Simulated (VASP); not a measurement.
Set up this calculation in VASP 6.6.1, as the native input.

```yaml
Task: electric field gradients
Functional: PBE
Potentials_or_basis: VASP PAW PBE potentials, release 64 (Ba_sv, Ti_sv, O)
Cutoff: 520 eV
k_mesh: 7 × 7 × 7
Occupations: fermi-dirac, width 0.03 eV
Spin: no spin polarisation
Dipole_correction: no
Further_INCAR_settings: ALGO = Normal; EDIFF = 1e-08; NBANDS = 28
```

The structure of BaTiO3 lies in POSCAR:

```
BaTiO3
1.0
    3.9998000000      0.0000000000      0.0000000000
    0.0000000000      3.9998000000      0.0000000000
    0.0000000000      0.0000000000      3.9778200000
Ba Ti O
1 1 3
Direct
    0.0000000000      0.0000000000      0.0000000000
    0.5000000000      0.5000000000      0.5000000000
    0.5000000000      0.5000000000      0.0000000000
    0.5000000000      0.0000000000      0.5000000000
    0.0000000000      0.5000000000      0.5000000000
```

This cell differs from its parent crystal: zz strain of -1 %.

These files were run (other wordings do the same):

INCAR

```
SYSTEM = BaTiO3
  PREC = Accurate
  ENCUT = 520
  EDIFF = 1E-8
  ISMEAR = -1
  SIGMA = 0.03
  LREAL = .FALSE.
  LASPH = .TRUE.
  NELM = 100
  ALGO = Normal
  ISIF = 2
  LWAVE = .FALSE.
  LCHARG = .FALSE.
  GGA = PE
  LEFG = .TRUE.
  NBANDS = 28
```

KPOINTS

```
Automatic mesh
0
G
  7 7 7
  0 0 0
```

Potentials or basis: VASP PAW PBE potentials, release 64 (Ba_sv, Ti_sv, O).

Run with:

```sh
$ cat potpaw_PBE.64/Ba_sv/POTCAR potpaw_PBE.64/Ti_sv/POTCAR potpaw_PBE.64/O/POTCAR > POTCAR
$ mpirun -np 1 vasp_std > vasp.out
```

It gave:

| Property | Result |
| --- | --- |
| Pressure | 5.3 GPa |
| Band gap on the k mesh | 1.81 eV (least direct gap 1.89 eV) |
| Largest electric field gradient by atom | Ba -0.8; Ti -4.9; O +22.5, +25.0 (each value once) V/Å² |

Caveat: the cell differs from its parent crystal (zz strain of -1 %); the cell stands under pressure; without QUAD_EFG the Cq values of the log hold for a quadrupole moment of 1 mb, not for the nuclei; spin-orbit coupling is left out, which moves the levels of the heavy elements; an odd mesh through Γ misses points on the zone boundary, where band edges can lie.

Wall time 86 s on 1 thread of Intel(R) Xeon(R) Platinum 8259CL CPU @ 2.50GHz (Skylake/Cascade Lake), with other jobs on the host, peak memory 0.21 GiB.
